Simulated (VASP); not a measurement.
Wanted: the native input for a VASP 6.6.1 run.

```yaml
Task: single point
Functional: PBE
Dispersion: D3(BJ)
Potentials_or_basis: VASP PAW PBE potentials, release 64 (Ti_sv, O)
Cutoff: 520 eV
k_mesh: 10 × 10 × 10
Occupations: fermi-dirac, width 0.05 eV
Spin: no spin polarisation
Dipole_correction: no
Further_INCAR_settings: ALGO = Normal; EDIFF = 1e-07; NBANDS = 33
```

The structure of TiO2 (Anatase) lies in POSCAR:

```
TiO2
1.0
   -1.8921000000      1.8921000000      4.7573000000
    1.8921000000     -1.8921000000      4.7573000000
    1.8921000000      1.8921000000     -4.7573000000
Ti O
2 4
Direct
    0.7500000000      0.2500000000      0.5000000000
    0.0000000000      0.0000000000      0.0000000000
    0.7919000000      0.7919000000      0.0000000000
    0.5419000000      0.0419000000      0.5000000000
    0.9581000000      0.4581000000      0.5000000000
    0.2081000000      0.2081000000      0.0000000000
```

One way to write it, as run:

INCAR

```
SYSTEM = TiO2
ALGO     = Normal         ! electronic algorithm
EDIFF    = 1E-7           ! SCF threshold, eV
ENCUT    = 520            ! plane-wave cutoff, eV
GGA      = PE             ! functional
ISIF     = 2              ! what is computed and relaxed
ISMEAR   = -1             ! smearing method
IVDW     = 12             ! dispersion correction
LASPH    = .True.         ! aspherical terms in the spheres
LCHARG   = .False.        ! write CHGCAR
LREAL    = .False.        ! projectors in reciprocal space
LWAVE    = .False.        ! write WAVECAR
NBANDS   = 33             ! bands
NELM     = 80             ! most SCF steps
PREC     = Accurate       ! precision mode
SIGMA    = 0.05           ! smearing width, eV
```

KPOINTS

```
k-points
0
Gamma
  10 10 10
  0 0 0
```

Potentials or basis: VASP PAW PBE potentials, release 64 (Ti_sv, O).

Launch:

```sh
$ cat potpaw_PBE.64/Ti_sv/POTCAR potpaw_PBE.64/O/POTCAR > POTCAR
$ mpirun -np 1 vasp_std > vasp.out
```

Results of the run:

```yaml
Pressure: 2.4 GPa
Largest_force: 0.131 eV/Å
Band_gap_on_the_k_mesh: 2.11 eV, indirect (least direct gap 2.44 eV)
Dispersion_energy_per_atom: -0.226 eV
```

Caveat: three body term missing.

Run time: 9.2 min on 1 thread of Intel(R) Xeon(R) Platinum 8488C (Sapphire Rapids) (shared host), peak memory 0.38 GiB.
